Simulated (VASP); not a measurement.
Here is a VASP 6.6.1 calculation.

Contents of INCAR:

```
SYSTEM = SiRh3
  PREC = Accurate
  ENCUT = 520
  EDIFF = 1E-6
  ISMEAR = -1
  SIGMA = 0.05
  LREAL = .False.
  LASPH = .True.
  NELM = 80
  ALGO = Fast
  ISIF = 2
  LWAVE = .False.
  LCHARG = .True.
  GGA = PE
  LELF = .True.
  LVHAR = .True.
  NBANDS = 32
```

The input KPOINTS:

```
Automatic mesh
0
Gamma
  10 10 10
  0 0 0
```

POSCAR

```
SiRh3
1.0
   -1.9335680000      1.9335680000      3.6693440000
    1.9335680000     -1.9335680000      3.6693440000
    1.9335680000      1.9335680000     -3.6693440000
Rh Si
3 1
Direct
    0.5000000000      0.5000000000      0.0000000000
    0.2500000000      0.7500000000      0.5000000000
    0.7500000000      0.2500000000      0.5000000000
    0.0000000000      0.0000000000      0.0000000000
```

Potentials or basis: VASP PAW PBE potentials, release 64 (Rh_pv, Si).

The run is started by

```console
$ cat potpaw_PBE.64/Rh_pv/POTCAR potpaw_PBE.64/Si/POTCAR > POTCAR
$ mpirun -np 1 vasp_std > vasp.out
```

(1) What does it give for the pressure?

(2) Predict the band gap on the k mesh.

## Answers

(1) -2.0 GPa.

(2) zero (an odd number of electrons rules out a gap without spin polarisation).
